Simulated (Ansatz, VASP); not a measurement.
One calculation of Ag, two programs

```
Ag
1.0
     2.92230    0.00000    0.00000
    -1.46115    2.53079    0.00000
     0.00000    0.00000    4.70166
Ag
2
Direct
  0.33333 0.66667 0.25000
  0.66667 0.33333 0.75000
```

Alike in both runs: functional PBE; k mesh 6 × 6 × 4; no spin polarisation.

Ansatz relaxed the structure, and its values are those at the end. VASP's run is a single point on that final structure, the one shown.

|  | VASP | Ansatz |
| --- | --- | --- |
| version | VASP 6.6.1 | Ansatz 0.2.0 |
| potentials or method | VASP PAW PBE potentials, release 64 (Ag), cutoff 500 eV | scalar-relativistic, plane waves, PAW |
| occupations | fermi-dirac, width 0.0680285 eV | fermi-dirac |
| valence electrons in the cell | 22 | 38 |

```csv
,VASP,Ansatz,Ansatz less VASP
gap on the k mesh at the Fermi level (eV),none,none,-
pressure (GPa),3.4,3.5,+0.10
```

A gap of «none» marks a metal or a gap that the smearing closes. VASP's potentials hold 22 valence electrons a cell and Ansatz's 38, so a difference there can come from the potentials and not from the codes. Ansatz's warnings: stress scf threshold loose.

The k mesh is coarse, so the values compare programs but aren't converged.
